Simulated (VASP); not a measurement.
Set up this calculation in VASP 6.6.1, as the native input.

```yaml
Task: single point
Functional: PBE
Potentials_or_basis: VASP PAW PBE potentials, release 64 (Pd, Pt)
Cutoff: 520 eV
k_mesh: 4 × 4 × 6
Occupations: gaussian, width 0.1 eV
Spin: no spin polarisation
Dipole_correction: no
Further_INCAR_settings: ALGO = Fast; EDIFF = 1e-06; NBANDS = 22
```

The structure of PdPt2 lies in POSCAR:

```
PdPt2
1.0
    4.0101936200      0.0000000000      0.0000000000
    0.0000000000      4.0101936200      0.0000000000
    0.0000000000      0.0000000000      3.4928008600
Pd Pt
1 2
Direct
    0.0000000000      0.0000000000      0.5000000000
    0.0000000000      0.5000000000      0.5000000000
    0.5000000000      0.0000000000      0.5000000000
```

One way to write it, as run:

INCAR

```
PREC     = Accurate       # precision mode
ENCUT    = 520            # plane-wave cutoff, eV
EDIFF    = 1E-6           # SCF threshold, eV
ISMEAR   = 0              # smearing method
SIGMA    = 0.1            # smearing width, eV
LREAL    = False          # projectors in reciprocal space
LASPH    = True           # aspherical terms in the spheres
NELM     = 80             # most SCF steps
ALGO     = Fast           # electronic algorithm
ISIF     = 2              # what is computed and relaxed
LWAVE    = False          # write WAVECAR
LCHARG   = True           # write CHGCAR
GGA      = PE             # functional
LELF     = True           # ELF
LVHAR    = True         
NBANDS   = 22             # bands
```

KPOINTS

```
regular mesh
0
Gamma
  4 4 6
```

Potentials or basis: VASP PAW PBE potentials, release 64 (Pd, Pt).

Command:

```bash
$ cat potpaw_PBE.64/Pd/POTCAR potpaw_PBE.64/Pt/POTCAR > POTCAR
$ mpirun -np 1 vasp_std > vasp.out
```

Results of the run:

```yaml
Pressure: 111.0 GPa
Band_gap_on_the_k_mesh: zero (band 15 reaches 8.77 eV, above the bottom of band 16 at 6.86 eV)
```

Caveat: the k points lie up to 0.39 Å⁻¹ apart; spin-orbit coupling is left out, which moves the levels of the heavy elements.

Wall time 17 s on 1 thread of Intel(R) Xeon(R) Platinum 8488C (Sapphire Rapids), with other jobs on the host, peak memory 0.17 GiB.
